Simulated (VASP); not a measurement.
Input of a VASP 6.6.1 run:

File INCAR:

```
SYSTEM = KZnF3
PREC = Accurate ; ENCUT = 520
EDIFF = 1E-7 ; ISMEAR = 0
SIGMA = 0.02 ; LREAL = .False.
LASPH = .True. ; NELM = 100
ALGO = Normal ; ISIF = 2
LWAVE = .False. ; LCHARG = .True.
GGA = PE ; LELF = .True.
LVHAR = .True. ; NBANDS = 29
```

Contents of KPOINTS:

```
regular mesh
0
Gamma
  6 6 6
  0 0 0
```

File POSCAR:

```
KZnF3
1.0
    4.1937113962      0.0000000000      0.0000000000
    0.0000000000      4.1937113962      0.0000000000
    0.0000000000      0.0000000000      4.1937113962
K Zn F
1 1 3
Direct
    0.0000000000      0.0000000000      0.0000000000
    0.5000000000      0.5000000000      0.5000000000
    0.0000000000      0.5000000000      0.5000000000
    0.5000000000      0.0000000000      0.5000000000
    0.5000000000      0.5000000000      0.0000000000
```

Potentials or basis: VASP PAW PBE potentials, release 64 (K_sv, Zn, F).

Run with:

```console
$ cat potpaw_PBE.64/K_sv/POTCAR potpaw_PBE.64/Zn/POTCAR potpaw_PBE.64/F/POTCAR > POTCAR
$ mpirun -np 1 vasp_std > vasp.out
```

(1) Estimate the pressure.

(2) What does it give for the band gap on the k mesh?

Results:

(1) -2.8 GPa.

(2) 3.53 eV, indirect (least direct gap 4.82 eV).
